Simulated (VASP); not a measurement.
The system is Ta.

```
CELL_PARAMETERS angstrom
-1.66072 1.66072 1.66072
1.66072 -1.66072 1.66072
1.66072 1.66072 -1.66072
ATOMIC_POSITIONS crystal
Ta 0.00000 0.00000 0.00000
```

Base run:

```yaml
Program: VASP 6.6.1
Functional: PBE
Potentials_or_basis: VASP PAW PBE potentials, release 64 (Ta_pv)
Cutoff: 520 eV
k_mesh: 13 × 13 × 13
Occupations: fermi-dirac, width 1 eV
Spin: no spin polarisation
```

Its results: pressure 13.6 GPa.

Task: After a change of settings the same cell gave: pressure 0.2 GPa. Which change was it?
A. k mesh from 13 × 13 × 13 to 8 × 8 × 8; occupations from fermi-dirac, width 1 eV to fermi-dirac, width 0.1 eV
B. k mesh from 13 × 13 × 13 to 6 × 6 × 6; occupations from fermi-dirac, width 1 eV to fermi-dirac, width 0.1 eV
C. occupations from fermi-dirac, width 1 eV to gaussian, width 0.1 eV
D. k mesh from 13 × 13 × 13 to 3 × 3 × 3; occupations from fermi-dirac, width 1 eV to fermi-dirac, width 0.1 eV

Result: C.
